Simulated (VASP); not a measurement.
# Y2BN3 (P3m1) in VASP: relaxation of cell and atoms with PBE

Aim: the relaxation of cell and atoms of Y2BN3 with PBE.

Everything below comes from runs of VASP 6.6.1. Logs are shortened: lines on timing, memory, paths and dates and some standing lists are left out, and cuts for length are marked.

## Step 1: The cell of the first run

The structure is trigonal, space group P3m1 (No. 156). The conventional cell has a = 3.880 Å, b = 3.880 Å, c = 6.644 Å, α = 90.00°, β = 90.00°, γ = 120.00°. Y (site symmetry 3m) has 3 B at 2.62 Å and 9 N at 2.69 to 3.04 Å and 1 Y at 3.11 Å within 3.5 Å. Within 3.5 Å of Y (site symmetry 3m) lie 9 N at 2.67 to 3.03 Å and 3 B at 2.85 Å and 1 Y at 3.11 Å. Within 3.0 Å of B (site symmetry 3m) lie 4 N at 2.26 to 2.85 Å and 6 Y at 2.62 to 2.85 Å. Within 3.0 Å of N (site symmetry 3m) lie 3 B at 2.26 Å and 6 Y at 2.67 to 2.79 Å and 1 N at 2.92 Å. Within 3.1 Å of N (site symmetry 3m) lie 4 N at 2.31 to 2.92 Å and 6 Y at 2.68 to 3.04 Å. N (site symmetry 3m) has 3 N at 2.31 Å and 6 Y at 2.69 to 3.03 Å and 1 B at 2.85 Å within 3.1 Å.

## Step 2: Relaxation of cell and atoms, PBE

INCAR reads:

```
SYSTEM = Y2BN3
  PREC = Accurate
  ENCUT = 600
  EDIFF = 1E-6
  ISMEAR = 0
  SIGMA = 0.15
  LREAL = .False.
  LASPH = .True.
  NELM = 100
  ALGO = Normal
  ISIF = 3
  LWAVE = .False.
  LCHARG = .False.
  GGA = PE
  IBRION = 2
  NSW = 36
  EDIFFG = -0.08
```

KPOINTS reads:

```
Automatic mesh
0
Gamma
  4 4 2
  0 0 0
```

POSCAR reads:

```
Y2BN3
1.0
    3.8802547100      0.0000000000      0.0000000000
   -1.9401273600      3.3603991600      0.0000000000
    0.0000000000      0.0000000000      6.6439465900
Y B N
2 1 3
Direct
    0.3333333300      0.6666666700      0.7315216700
    0.3333333300      0.6666666700      0.2629973000
    0.0000000000      0.0000000000      0.5270744600
    0.6666666700      0.3333333300      0.4810249200
    0.6666666700      0.3333333300      0.0413764600
    0.0000000000      0.0000000000      0.9560042000
```

Potentials or basis: VASP PAW PBE potentials, release 64 (Y_sv, B, N).

On the command line:

```bash
cat potpaw_PBE.64/Y_sv/POTCAR potpaw_PBE.64/B/POTCAR potpaw_PBE.64/N/POTCAR > POTCAR
mpirun -np 1 vasp_std > vasp.out
```

OUTCAR:

```text
SYSTEM = Y2BN3
   PREC = Accurate
   ENCUT = 600
   EDIFF = 1E-6
   ISMEAR = 0
   LREAL = .False.
   LASPH = .True.
   NELM = 100
   ISIF = 3
   GGA = PE
   IBRION = 2
   NSW = 36
   EDIFFG = -0.08

 ion  position               nearest neighbor table
   1  0.333  0.667  0.732-   3 2.62   3 2.62   3 2.62   6 2.69   6 2.69   6 2.69   4 2.79   4 2.79
                             4 2.79   5 3.04   5 3.04   5 3.04   2 3.11   2 3.53
   2  0.333  0.667  0.263-   4 2.67   4 2.67   4 2.67   5 2.68   5 2.68   5 2.68   3 2.85   3 2.85
                             3 2.85   6 3.03   6 3.03   6 3.03   1 3.11   1 3.53
   3  0.000  0.000  0.527-   1 2.62   1 2.62   1 2.62   2 2.85   2 2.85   2 2.85
   4  0.667  0.333  0.481-   2 2.67   2 2.67   2 2.67   1 2.79   1 2.79   1 2.79
   5  0.667  0.333  0.041-   2 2.68   2 2.68   2 2.68   1 3.04   1 3.04   1 3.04
   6  0.000  0.000  0.956-   1 2.69   1 2.69   1 2.69   2 3.03   2 3.03   2 3.03

  LATTYP: Found a hexagonal cell.
 ALAT       =     3.8802547100
 C/A-ratio  =     1.7122449650

  Lattice vectors:

 A1 = (   3.8802547100,   0.0000000000,   0.0000000000)
 A2 = (  -1.9401273600,   3.3603991600,   0.0000000000)
 A3 = (   0.0000000000,   0.0000000000,   6.6439465900)

Analysis of symmetry for initial positions (statically):
=====================================================================
 Subroutine PRICEL returns:
 Original cell was already a primitive cell.

 Routine SETGRP: Setting up the symmetry group for a
 hexagonal supercell.

 Subroutine GETGRP returns: Found  6 space group operations
 (whereof  6 operations were pure point group operations)
 out of a pool of 24 trial point group operations.

The static configuration has the point symmetry C_3v.

Analysis of symmetry for dynamics (positions and initial velocities):
=====================================================================
 Subroutine PRICEL returns:
 Original cell was already a primitive cell.

 Routine SETGRP: Setting up the symmetry group for a
 hexagonal supercell.

 Subroutine GETGRP returns: Found  6 space group operations
 (whereof  6 operations were pure point group operations)
 out of a pool of 24 trial point group operations.

The dynamic configuration has the point symmetry C_3v.

 Subroutine INISYM returns: Found  6 space group operations
 (whereof  6 operations are pure point group operations),
 and found     1 'primitive' translations

----------------------------------------------------------------------------------------

                                     Primitive cell

  volume of cell :      86.6318

  direct lattice vectors                    reciprocal lattice vectors
     3.880254710  0.000000000  0.000000000     0.257715041  0.148791848  0.000000000
    -1.940127360  3.360399160  0.000000000     0.000000000  0.297583695  0.000000000
     0.000000000  0.000000000  6.643946590     0.000000000  0.000000000  0.150512950

  length of vectors
     3.880254710  3.880254719  6.643946590     0.297583696  0.297583695  0.150512950

  position of ions in fractional coordinates (direct lattice)
     0.333333330  0.666666670  0.731521670
     0.333333330  0.666666670  0.262997300
     0.000000000  0.000000000  0.527074460
     0.666666670  0.333333330  0.481024920
     0.666666670  0.333333330  0.041376460
     0.000000000  0.000000000  0.956004200

  ion indices of the primitive-cell ions
   primitive index   ion index
                 1           1
                 2           2
                 3           3
                 4           4
                 5           5
                 6           6

----------------------------------------------------------------------------------------

 KPOINTS: Automatic mesh

Automatic generation of k-mesh.
 Grid dimensions read from file:
 generate k-points for:    4    4    2

 Generating k-lattice:

  Cartesian coordinates                     Fractional coordinates (reciprocal lattice)
     0.064428760  0.037197962  0.000000000     0.250000000  0.000000000  0.000000000
     0.000000000  0.074395924  0.000000000     0.000000000  0.250000000  0.000000000
     0.000000000  0.000000000  0.075256475     0.000000000  0.000000000  0.500000000

  Length of vectors
     0.074395924  0.074395924  0.075256475

  Shift w.r.t. Gamma in fractional coordinates (k-lattice)
     0.000000000  0.000000000  0.000000000

 Subroutine IBZKPT returns following result:
 ===========================================

 Found      8 irreducible k-points:

 Following reciprocal coordinates:
            Coordinates               Weight
  0.000000  0.000000  0.000000      1.000000
  0.250000 -0.000000  0.000000      6.000000
  0.500000 -0.000000  0.000000      3.000000
  0.250000  0.250000  0.000000      6.000000
  0.000000  0.000000  0.500000      1.000000
  0.250000 -0.000000  0.500000      6.000000
  0.500000 -0.000000  0.500000      3.000000
  0.250000  0.250000  0.500000      6.000000
   k-points           NKPTS =      8   k-points in BZ     NKDIM =      8   number of bands    NBANDS=     24
   number of dos      NEDOS =    301   number of ions     NIONS =      6
   total plane-waves  NPLWV =  55296
   dimension x,y,z NGX =    32 NGY =   32 NGZ =   54
   dimension x,y,z NGXF=    64 NGYF=   64 NGZF=  108
   ions per type =               2   1   3
   NGX,Y,Z   is equivalent  to a cutoff of  13.71, 13.71, 13.51 a.u.
   NGXF,Y,Z  is equivalent  to a cutoff of  27.42, 27.42, 27.02 a.u.
 SYSTEM =  Y2BN3
   PREC   = accura    normal or accurate (medium, high low for compatibility)
   ISTART =      0    job   : 0-new  1-cont  2-samecut
   ICHARG =      2    charge: 1-file 2-atom 10-const
   ISPIN  =      1    spin polarized calculation?
   LNONCOLLINEAR =      F non collinear calculations
   LSORBIT =      F    spin-orbit coupling
   LASPH  =      T    aspherical Exc in radial PAW
   ENCUT  =  600.0 eV  44.10 Ry    6.64 a.u.   7.75  7.75 13.27*2*pi/ulx,y,z
   NELM   =    100;   NELMIN=  2; NELMDL= -5     # of ELM steps
   EDIFF  = 0.1E-05   stopping-criterion for ELM
   LREAL  =      F    real-space projection
   EDIFFG = -.8E-01   stopping-criterion for IOM
   NSW    =     36    number of steps for IOM
   IBRION =      2    ionic relax: 0-MD 1-quasi-New 2-CG
   NFREE  =      1    steps in history (QN), initial steepest desc. (CG)
   ISIF   =      3    stress and relaxation
   ISYM   =      2    0-nonsym 1-usesym 2-fastsym
   POTIM  = 0.5000    time-step for ionic-motion
   TEBEG  =    0.0;   TEEND  =   0.0 temperature during run
   PSTRESS=    0.0 pullay stress
   NELECT =      40.0000    total number of electrons
   NUPDOWN=      -1.0000    fix difference up-down
   EMIN   =  10.00;   EMAX   =-10.00  energy-range for DOS
   EFERMI =   0.00;   METHOD = LEGACY
   ISMEAR =     0;   SIGMA  =   0.15  broadening in eV -4-tet -1-fermi 0-gaus
   EFERMI_NEDOS =   21; number of points for ismear=-14 and -15
   IALGO  =     38    algorithm
   IMIX   =      4    mixing-type and parameters
     AMIX     =   0.40;   BMIX     =  1.00
     AMIX_MAG =   1.60;   BMIX_MAG =  1.00
  volume/ion in A,a.u.               =      14.44        97.44
  Fermi-wavevector in a.u.,A,eV,Ry     =   1.265326  2.391119 21.783605  1.601050
  Thomas-Fermi vector in A             =   2.398585
   LORBIT       =      0    0 simple, 1 ext, 2 COOP (PROOUT), +10 PAW based schemes
   GGA     = PE    functional components
   LHFCALC =     F    Hartree Fock is set to
   AEXX    =    0.0000 exact exchange contribution
   IVDW    =     0    specifies the selected vdW correction
   LEPSILON=     F    determine dielectric tensor
   LRPA    =     F    only Hartree local field effects (RPA)
 conjugate gradient relaxation of ions
 non-spin polarized calculation
 Gauss-broadening in eV      SIGMA  =   0.15
  energy-cutoff  :      600.00
  volume of cell :       86.63
 maximum number of plane-waves:      2906
 NGX is ok and might be reduce to    32
   NGX = 15   NGY = 15   NGZ = 27

--------------------------------------- Ionic step        1  -------------------------------------------

 number of electron      40.0000000 magnetization

 Free energy of the ion-electron system (eV)
  ---------------------------------------------------
  ext. energy  EPLUGINS =         0.00000000
  ---------------------------------------------------
  free energy    TOTEN  =       -40.62013570 eV

  energy without entropy =      -40.57237821  energy(sigma->0) =      -40.59625695

------------------------ aborting loop because EDIFF is reached ----------------------------------------

  FORCE on cell =-STRESS in cart. coord.  units (eV):
  Direction    XX          YY          ZZ          XY          YZ          ZX
  --------------------------------------------------------------------------------------
  -------------------------------------------------------------------------------------
  Total      -11.9670976    -11.9670976     -0.4781062      0.0000000      0.0000000      0.0000000
  in kB     -221.3207739   -221.3207749     -8.8421473      0.0000003      0.0000000      0.0000000
  external PRESSURE =    -150.4945654 kB  Pullay stress =       0.0000000 kB
[... 101 lines left out ...]
  FREE ENERGIE OF THE ION-ELECTRON SYSTEM (eV)
  ---------------------------------------------------
  free  energy   TOTEN  =       -43.1653612093 eV

  energy  without entropy=      -43.1210181327  energy(sigma->0) =      -43.14318967

[... ionic steps 4 to 7 ...]

--------------------------------------- Ionic step        8  -------------------------------------------

 number of electron      40.0000000 magnetization

------------------------ aborting loop because EDIFF is reached ----------------------------------------

  FORCE on cell =-STRESS in cart. coord.  units (eV):
  Direction    XX          YY          ZZ          XY          YZ          ZX
  --------------------------------------------------------------------------------------
  -------------------------------------------------------------------------------------
  Total       -0.7953022     -0.7953022     -0.4672684      0.0000000      0.0000000      0.0000000
  in kB      -17.9166414    -17.9166414    -10.5266647      0.0000000      0.0000000      0.0000000
  external PRESSURE =     -15.4533158 kB  Pullay stress =       0.0000000 kB
[... 65 lines left out ...]
  energy  without entropy=      -43.8255694441  energy(sigma->0) =      -43.83830353

--------------------------------------- Ionic step       10  -------------------------------------------

 number of electron      40.0000002 magnetization

 Free energy of the ion-electron system (eV)
  ---------------------------------------------------
  ext. energy  EPLUGINS =         0.00000000
  ---------------------------------------------------
  free energy    TOTEN  =       -43.85188772 eV

  energy without entropy =      -43.82645154  energy(sigma->0) =      -43.83916963

 E-fermi :   6.1038     XC(G=0): -11.7681

 val. band max:        6.0561986931   @ k =   0.2500   0.2500   0.5000
 cond. band min:       6.5721894205   @ k =   0.2500  -0.0000   0.5000
 fundamental gap:      0.5159907274
 Fermi energy:         6.1037791663

 k-point     1 :       0.0000    0.0000    0.0000
  band No.  band energies     occupation
      1     -36.0067      2.00000
      2     -35.9348      2.00000
      3     -16.9375      2.00000
      4     -15.8577      2.00000
      5     -15.7360      2.00000
      6     -15.7360      2.00000
[... 238 lines left out ...]
  FREE ENERGIE OF THE ION-ELECTRON SYSTEM (eV)
  ---------------------------------------------------
  free  energy   TOTEN  =       -43.8518877210 eV

  energy  without entropy=      -43.8264515407  energy(sigma->0) =      -43.83916963

 reached required accuracy - stopping structural energy minimisation
```

Wall time 5.3 min (1 thread of AMD EPYC 7R43 (Zen 3), shared host); peak memory 0.21 GiB.

Results:

```
Free energy                            : -43.8519 eV
Relaxed volume                         : 11.72 Å³/atom
Relaxed cell                           : a = 3.444 Å, b = 3.444 Å, c = 6.845 Å, α = 90.00°, β = 90.00°, γ = 120.00°
Space group after relaxing (to 0.05 Å) : P3m1 (No. 156)
Energy gained by relaxing              : 538.6 meV/atom
Ionic steps                            : 10
Pressure after relaxing                : 0.2 GPa
Largest force after relaxing           : 0.075 eV/Å
Band gap on the k mesh                 : zero (band 20 reaches 6.06 eV, above the bottom of band 21 at 5.40 eV)
```

Forces in eV/Å, atoms in the order of the input:
```
Y    0.000  0.000 -0.042
Y    0.000  0.000  0.012
B    0.000  0.000  0.075
N    0.000  0.000 -0.020
N    0.000  0.000 -0.067
N    0.000  0.000  0.042
```

The path:
```
step  energy change (eV)  largest force (eV/Å)  pressure (GPa)  volume (Å³)
   1              0.0000                3.0591          -15.05        86.63
   2             -2.4242                2.1458            1.77        70.49
   3             -2.5452                2.2690           10.24        66.69
   4             -3.1474                0.8569            1.80        69.57
   5             -3.1520                0.7102            1.28        69.81
   6             -3.2236                0.2480           -1.01        70.84
   7             -3.2260                0.1730           -1.26        71.08
   8             -3.2259                0.1629           -1.55        71.12
   9             -3.2309                0.0685            0.87        69.99
  10             -3.2318                0.0751            0.19        70.30
```

Final structure:
```cif
data_structure
_symmetry_space_group_name_H-M 'P 1'
_symmetry_Int_Tables_number 1
_cell_length_a 3.4436
_cell_length_b 3.4436
_cell_length_c 6.8450
_cell_angle_alpha 90.000
_cell_angle_beta 90.000
_cell_angle_gamma 120.000
_cell_volume 70.30
loop_
_atom_site_label
_atom_site_type_symbol
_atom_site_fract_x
_atom_site_fract_y
_atom_site_fract_z
_atom_site_occupancy
Y1 Y 0.33333 0.66667 0.76995 1
Y2 Y 0.33333 0.66667 0.23041 1
B1 B 0.00000 0.00000 0.49755 1
N1 N 0.66667 0.33333 0.50253 1
N2 N 0.66667 0.33333 0.00093 1
N3 N 0.00000 0.00000 0.99863 1
```

Levels at points of the mesh, in eV from the Fermi level:
```csv
k point,band 17,band 18,band 19,band 20,band 21,band 22,band 23,band 24
"(0.00, 0.00, 0.00)",-3.57,-2.57,-1.03,-1.03,-0.70,-0.23,2.20,2.20
"(0.50, 0.00, 0.00)",-3.61,-3.31,-1.01,-0.11,1.67,2.37,2.37,3.74
"(0.00, 0.00, 0.50)",-4.04,-2.30,-0.83,-0.83,-0.06,0.61,1.37,1.37
"(0.50, 0.00, 0.50)",-3.51,-3.44,-1.54,-0.74,1.79,2.39,3.30,4.21
```

Caveat: the k points lie up to 0.53 Å⁻¹ apart in the final cell; the volume moved by over 15 % at a fixed basis, so the end points are rough; the relaxation stopped at a loose force limit of 0.08 eV/Å, so its end isn't a converged minimum.
